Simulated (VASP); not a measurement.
Here is a VASP 6.6.1 calculation.

INCAR

```
  ALGO = Normal
  EDIFF = 1E-8
  ENCUT = 520
  GGA = PS
  ISIF = 2
  ISMEAR = -1
  LASPH = True
  LCHARG = False
  LEFG = True
  LREAL = False
  LWAVE = False
  NBANDS = 18
  NELM = 100
  PREC = Accurate
  SIGMA = 0.03
```

KPOINTS

```
k-points
0
Gamma
  10 10 10
```

File POSCAR:

```
ScZn
1.0
    3.3500000000      0.0335000000      0.0335000000
    0.0335000000      3.3500000000      0.0335000000
    0.0335000000      0.0335000000      3.3500000000
Sc Zn
1 1
Direct
    0.0000000000      0.0000000000      0.0000000000
    0.5000000000      0.5000000000      0.5000000000
```

Potentials or basis: VASP PAW PBE potentials, release 64 (Sc_sv, Zn).

Launch:

```console
$ cat potpaw_PBE.64/Sc_sv/POTCAR potpaw_PBE.64/Zn/POTCAR > POTCAR
$ mpirun -np 1 vasp_std > vasp.out
```

(1) What does it give for the pressure?

## Answers

(1) -3.1 GPa.

Caveat: the cell differs from its parent crystal (equal xy, yz and zx shear strains of +2 %); without QUAD_EFG the Cq values of the log hold for a quadrupole moment of 1 mb, not for the nuclei; the PAW data sets were made with another functional, which shifts forces and pressure a little.
